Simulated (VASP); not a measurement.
C: single point with r2SCAN

The system is C.

```xyz
4
Lattice="0.0000 -1.7801 -1.7801 -1.7801 0.0000 -1.7801 1.7801 1.7801 -3.5602" Properties=species:S:1:pos:R:3 pbc="T T T"
C    -0.0576    0.0447   -5.3533
C     0.0576   -0.0447   -1.7672
C     0.8325    0.9347   -4.4632
C    -0.8325   -0.9347   -4.4374
```

- Program: VASP 6.6.1
- Task: single point
- Functional: r2SCAN
- Potentials or basis: VASP PAW PBE potentials, release 64 (C)
- Cutoff: 520 eV
- k mesh: 12 × 12 × 10
- Occupations: gaussian, width 0.05 eV
- Spin: no spin polarisation
- Dipole correction: no
- Further INCAR settings: ALGO = Normal; EDIFF = 1e-07; NBANDS = 16

The pressure is 1.0 GPa, the largest force is 1.037 eV/Å and the band gap on the k mesh is 4.23 eV.

Forces on the atoms (eV/Å):
```
C    0.796 -0.632  0.205
C   -0.801  0.608 -0.154
C    0.801 -0.608  0.154
C   -0.796  0.632 -0.205
```

Stress tensor (GPa, compression positive):
```
-0.15  0.68 -0.20
 0.68  0.83  0.15
-0.20  0.15  2.18
```

Levels at points of the mesh, in eV from the valence-band top:
```tsv
k point	band 5	band 6	band 7	band 8	band 9	band 10	band 11	band 12
(0.00, 0.00, 0.00)	-3.02	-0.22	-0.14	0.00	5.74	5.79	5.82	8.78
(0.50, 0.00, 0.00)	-7.24	-7.18	-5.26	-5.24	6.22	6.33	10.98	12.53
(0.00, 0.50, 0.00)	-7.22	-7.14	-5.29	-5.25	6.19	6.33	10.85	12.84
(0.50, 0.50, 0.00)	-6.78	-6.71	-3.21	-2.98	4.85	5.11	8.76	8.86
(0.00, 0.00, 0.50)	-2.12	-2.12	-1.78	-1.77	7.40	7.57	8.04	8.37
(0.50, 0.00, 0.50)	-6.74	-6.74	-3.15	-2.98	4.73	5.01	8.71	8.96
(0.00, 0.50, 0.50)	-6.77	-6.72	-3.11	-2.98	4.65	4.94	8.78	8.94
(0.50, 0.50, 0.50)	-7.26	-7.24	-5.22	-5.22	6.28	6.31	11.41	11.84
```

Run time: 9 min on 1 thread of Intel(R) Xeon(R) Platinum 8488C (Sapphire Rapids), with other jobs on the host, peak memory 0.29 GiB.

Caveat: the PAW data sets were made with another functional, which shifts forces and pressure a little. r2SCAN opens gaps a little over a GGA but as a rule still falls short of measured ones.
